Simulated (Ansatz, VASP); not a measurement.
One calculation of BeCo, two programs

Contents of INCAR:

```
SYSTEM = BeCo
PREC = Accurate ; ENCUT = 520
EDIFF = 1E-6 ; ISMEAR = -1
SIGMA = 0.1 ; LREAL = .False.
LASPH = .True. ; NELM = 150
ALGO = Normal ; ISIF = 2
LWAVE = .False. ; LCHARG = .False.
ISPIN = 2 ; MAGMOM = 0 3.2
LORBIT = 11 ; LMAXMIX = 4
GGA = PS ; NBANDS = 16
```

File KPOINTS:

```
regular mesh
0
Gamma
  11 11 11
  0 0 0
```

The input POSCAR:

```
BeCo
1.0
    2.5885095401      0.0000000000      0.0000000000
    0.0000000000      2.5885095401      0.0000000000
    0.0000000000      0.0000000000      2.5885095401
Be Co
1 1
Direct
    0.0000000000      0.0000000000      0.0000000000
    0.5000000000      0.5000000000      0.5000000000
```

Input for Ansatz:

```yaml
crystal:
  lattice:
    - [2.588509540116374, 0.0, 0.0]
    - [0.0, 2.588509540116374, 0.0]
    - [0.0, 0.0, 2.588509540116374]
  atoms:
    - { symbol: Be, position: [0.0, 0.0, 0.0] }
    - { symbol: Co, position: [0.5, 0.5, 0.5], spin: 3.2 }
kpoints:
  mp_grid:
    grid: [11, 11, 11]
hamiltonian:
  xc: pbesol
  pseudopotentials:
    kind: all_electron
    lapw:
      basis_error: 0.001
magnetization:
  spin_polarized: true
scf:
  occupations:
    method: fermi_dirac
    width: 0.1
```

Alike in both runs: task single point; functional PBEsol; k mesh 11 × 11 × 11; occupations fermi-dirac, width 0.1 eV; collinear spin.

```csv
,VASP,Ansatz
version,VASP 6.6.1,Ansatz 0.2.0
potentials or method,"VASP PAW PBE potentials, release 64 (Be, Co), cutoff 520 eV",all-electron (LAPW or listed datasets)
```

```tsv
	VASP	Ansatz	Ansatz less VASP
net moment per atom (μB)	0.18	0.18	+0.004
size of the moment on the site where the two differ most (μB)	0.38	0.39	+0.014
```

VASP's potentials were made for PBE, not for PBEsol. Site moments also hang on the region over which each program counts them. Ansatz ran all-electron here, and VASP with PAW potentials. Ansatz's warnings: given moment on shells.
